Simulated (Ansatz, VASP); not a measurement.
One calculation of Ga, two programs

INCAR

```
PREC = Accurate
ENCUT = 520
EDIFF = 1E-6
ISMEAR = 0
SIGMA = 0.15
LREAL = F
LASPH = T
NELM = 100
ALGO = Fast
ISIF = 2
LWAVE = F
LCHARG = F
GGA = CA
NBANDS = 12
```

The input KPOINTS:

```
Automatic mesh
0
Gamma
  26 26 26
```

Contents of POSCAR:

```
Ga
1.0
   -1.4821567375      1.4821567375      2.0001198453
    1.4821567375     -1.4821567375      2.0001198453
    1.4821567375      1.4821567375     -2.0001198453
Ga
1
Direct
    0.0000000000      0.0000000000      0.0000000000
```

Input for Ansatz:

```yaml
crystal:
  lattice:
    - [-1.4821567375, 1.4821567375, 2.0001198453]
    - [1.4821567375, -1.4821567375, 2.0001198453]
    - [1.4821567375, 1.4821567375, -2.0001198453]
  atoms:
    - { symbol: Ga, position: [0.0, 0.0, 0.0] }
basis:
  ecutwfc: 420
kpoints:
  mp_grid: { grid: [26, 26, 26] }
hamiltonian:
  xc: lda
scf:
  occupations: { method: gaussian, width: 0.15 }
output:
  forces: true
  stress: true
  eigenvalues: true
```

Alike in both runs: task single point; functional LDA; k mesh 26 × 26 × 26; occupations gaussian, width 0.15 eV; no spin polarisation.

```csv
,VASP,Ansatz
version,VASP 6.6.1,Ansatz 0.2.0
potentials or method,"VASP PAW LDA potentials, release 64 (Ga_d), cutoff 520 eV","scalar-relativistic, plane waves, PAW"
valence electrons in the cell,13,13
```

```tsv
	VASP	Ansatz	Ansatz less VASP
gap on the k mesh at the Fermi level (eV)	none	none	-
pressure (GPa)	-1.4	-1.6	-0.24
traceless stress, the component that is largest in VASP (GPa)	0.10	0.09	-0.009
```

LDA's correlation is that of Perdew and Zunger in VASP and of Perdew and Wang (1992) in Ansatz. A gap of «none» marks a metal or a gap that the smearing closes.
